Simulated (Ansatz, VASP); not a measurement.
# BAs: VASP beside Ansatz

The input POSCAR:

```
BAs
1.0
    0.0000000000      2.5235980266      2.5235980266
    2.5235980266      0.0000000000      2.5235980266
    2.5235980266      2.5235980266      0.0000000000
B As
1 1
Direct
    0.0000000000      0.0000000000      0.0000000000
    0.2500000000      0.2500000000      0.2500000000
```

INCAR.step1

```
SYSTEM = BAs
ALGO = Normal
EDIFF = 1E-5
ENCUT = 520
GGA = PE
ISIF = 2
ISMEAR = 0
LASPH = .True.
LCHARG = .False.
LREAL = .False.
LWAVE = .True.
NBANDS = 11
NELM = 80
PREC = Accurate
SIGMA = 0.05
```

INCAR.step2

```
SYSTEM = BAs
AEXX = 0.25
ALGO = Normal
EDIFF = 1E-6
ENCUT = 520
GGA = PE
ISIF = 2
ISMEAR = 0
ISTART = 1
LASPH = .True.
LCHARG = .False.
LHFCALC = .True.
LREAL = .False.
LWAVE = .False.
NBANDS = 11
NELM = 80
PREC = Accurate
PRECFOCK = Normal
SIGMA = 0.05
```

The input KPOINTS:

```
k-points
0
Gamma
  6 6 6
  0 0 0
```

Input for Ansatz:

```yaml
crystal:
  lattice:
    - [0.0, 2.5235980266, 2.5235980266]
    - [2.5235980266, 0.0, 2.5235980266]
    - [2.5235980266, 2.5235980266, 0.0]
  atoms:
    - { symbol: B, position: [0.0, 0.0, 0.0] }
    - { symbol: As, position: [0.25, 0.25, 0.25] }
basis:
  ecutwfc: 420
kpoints:
  mp_grid: { grid: [6, 6, 6] }
hamiltonian:
  xc: pbe0
scf:
  occupations: { method: gaussian, width: 0.05 }
output:
  forces: true
  stress: true
  eigenvalues: true
```

Alike in both runs: task single point; functional PBE0; k mesh 6 × 6 × 6; occupations gaussian, width 0.05 eV; no spin polarisation.

```csv
,VASP,Ansatz
version,VASP 6.6.1,Ansatz 0.2.0
potentials or method,"VASP PAW PBE potentials, release 64 (B, As), cutoff 520 eV","scalar-relativistic, plane waves, PAW"
valence electrons in the cell,8,18
```

```csv
,VASP,Ansatz,Ansatz less VASP
gap on the k mesh at the Fermi level (eV),2.75,2.71,-0.037
least direct gap on the mesh (eV),4.40,4.37,-0.028
pressure (GPa),-17.8,-17.6,+0.22
```

VASP's potentials hold 8 valence electrons a cell and Ansatz's 18, so a difference there can come from the potentials and not from the codes. Ansatz's warnings: stress exchange threshold loose, stress scf threshold loose.
